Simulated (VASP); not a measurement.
Crystal: Si2W (MoSi2 type).

```
CELL_PARAMETERS angstrom
-1.55922 1.55922 3.82008
1.55922 -1.55922 3.82008
1.55922 1.55922 -3.82008
ATOMIC_POSITIONS crystal
W 0.00000 0.00000 0.00000
Si 0.33500 0.33500 0.00000
Si 0.66500 0.66500 0.00000
```

| Quantity | Value |
| --- | --- |
| Program | VASP 6.6.1 |
| Task | relaxation of cell and atoms |
| Functional | PBE |
| Potentials or basis | VASP PAW PBE potentials, release 64 (W_sv, Si) |
| Cutoff | 600 eV |
| k mesh | 15 × 15 × 15 |
| Occupations | fermi-dirac, width 0.1 eV |
| Spin | no spin polarisation |

At the start: pressure 27.4 GPa; volume 12.38 Å³/atom.

How do energy, volume and symmetry change on relaxing?

Over 11 steps the energy falls by 101.8 meV/atom and the volume is 13.68 Å³/atom (+10.5 %); space group I4/mmm (No. 139, to 0.05 Å).

Step by step:
```tsv
step	energy change (eV)	largest force (eV/Å)	pressure (GPa)	volume (Å³)
1	0.0000	0.3939	27.36	37.15
2	0.6036	0.5559	-27.60	49.72
3	-0.3026	0.0896	-1.30	41.25
4	-0.3037	0.0704	-0.13	41.03
5	-0.3037	0.0637	0.32	40.95
6	-0.3050	0.0135	0.26	41.00
7	-0.3052	0.0257	0.27	40.99
8	-0.3052	0.0114	-0.33	41.10
9	-0.3053	0.0185	-0.04	41.05
10	-0.3053	0.0176	-0.06	41.05
11	-0.3053	0.0025	-0.01	41.04
```

Final structure:
```
CELL_PARAMETERS angstrom
-1.61480 1.61480 3.93502
1.61480 -1.61480 3.93502
1.61480 1.61480 -3.93502
ATOMIC_POSITIONS crystal
W 0.00000 0.00000 0.00000
Si 0.33448 0.33448 0.00000
Si 0.66552 0.66552 0.00000
```
